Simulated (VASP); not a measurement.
Crystal: Fe2O3.

```
Fe O
1.0
     2.51900    1.45435    4.59067
    -2.51900    1.45435    4.59067
     0.00000   -2.90869    4.59067
Fe O
4 6
Direct
  0.35530 0.35530 0.35530
  0.14470 0.14470 0.14470
  0.64470 0.64470 0.64470
  0.85530 0.85530 0.85530
  0.55590 0.25000 0.94410
  0.25000 0.94410 0.55590
  0.94410 0.55590 0.25000
  0.44410 0.75000 0.05590
  0.75000 0.05590 0.44410
  0.05590 0.44410 0.75000
```

Base run:

| Property | Result |
| --- | --- |
| Program | VASP 6.6.1 |
| Functional | PBEsol |
| Potentials or basis | VASP PAW PBE potentials, release 64 (Fe, O) |
| Cutoff | 520 eV |
| k mesh | 7 × 7 × 7 |
| Occupations | fermi-dirac, width 0.05 eV |
| Spin | collinear spin, ferromagnetic start |
| Starting moments | [3.0, 3.0, 3.0, 3.0, 0.0, 0.0, 0.0, 0.0, 0.0, 0.0] μB |

Its results: pressure -13.4 GPa; net moment 13.29 μB per cell; site moments Fe +3.02; O +0.13 μB; largest force 0.983 eV/Å.

Problem. The run is repeated on the same cell with these changes: cutoff from 520 eV to 600 eV; hubbard terms from none to Fe d U = 6.0 eV. What comes out?

Solution. Pressure -1.7 GPa; net moment 20.00 μB per cell; site moments Fe +4.48; O +0.31 μB; largest force 0.498 eV/Å.

Caveats: the PAW data sets were made with another functional, which shifts forces and pressure a little; only a ferromagnetic start was run, and an antiferromagnetic order may lie lower in energy; the cell stands under tension (at least some runs).
